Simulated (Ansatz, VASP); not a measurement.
# GaN: VASP beside Ansatz

The input INCAR:

```
SYSTEM = GaN
PREC = Accurate
ENCUT = 520
EDIFF = 1E-8
ISMEAR = -1
SIGMA = 0.02
LREAL = .FALSE.
LASPH = .TRUE.
NELM = 60
ALGO = Normal
ISIF = 2
LWAVE = .FALSE.
LCHARG = .FALSE.
GGA = PS
LEFG = .TRUE.
NBANDS = 16
```

The input KPOINTS:

```
regular mesh
0
G
  13 13 13
  0 0 0
```

Contents of POSCAR:

```
GaN
1.0
    0.0398500000      2.0124250000      2.0124250000
    2.0124250000      0.0398500000      2.0124250000
    2.0124250000      2.0124250000      0.0398500000
Ga N
1 1
Direct
    0.5000000000      0.5000000000      0.5000000000
    0.0000000000      0.0000000000      0.0000000000
```

Input for Ansatz:

```yaml
crystal:
  lattice:
    - [0.03985, 2.012425, 2.012425]
    - [2.012425, 0.03985, 2.012425]
    - [2.012425, 2.012425, 0.03985]
  atoms:
    - { symbol: Ga, position: [0.5, 0.5, 0.5] }
    - { symbol: "N", position: [0.0, 0.0, 0.0] }
kpoints:
  mp_grid: { grid: [13, 13, 13] }
scf:
  occupations: { method: fermi_dirac, width: 0.02 }
hamiltonian:
  xc: pbesol
  pseudopotentials: { kind: all_electron, datasets: crystal }
output:
  forces: true
  stress: true
  eigenvalues: true
  efg: { contact_densities: true }
```

Change from the starting cell: equal xy, yz and zx shear strains of +2 %, crystal datasets.

Alike in both runs: task electric field gradients; functional PBEsol; k mesh 13 × 13 × 13; occupations fermi-dirac, width 0.02 eV; no spin polarisation.

```csv
,VASP,Ansatz
version,VASP 6.6.1,Ansatz 0.2.0
potentials or method,"VASP PAW PBE potentials, release 64 (Ga_d, N), cutoff 520 eV","all-electron PAW with datasets made for the crystal, scalar-relativistic"
```

|  | VASP | Ansatz | Ansatz less VASP |
| --- | --- | --- | --- |
| gap on the k mesh at the Fermi level (eV) | 1.69 | 1.70 | +0.013 |
| pressure (GPa) | 59.6 | 59.0 | -0.67 |
| traceless stress, the component that is largest in VASP (GPa) | -5.47 | -5.47 | -0.007 |
| size of Vzz on the site where it differs most (V/Å²) | 4.2 | 6.5 | +2.32 |

VASP's potentials were made for PBE, not for PBEsol. Both programs put the cell under a high pressure, so it lies far from rest at this level. Ansatz ran all-electron here, and VASP with PAW potentials.
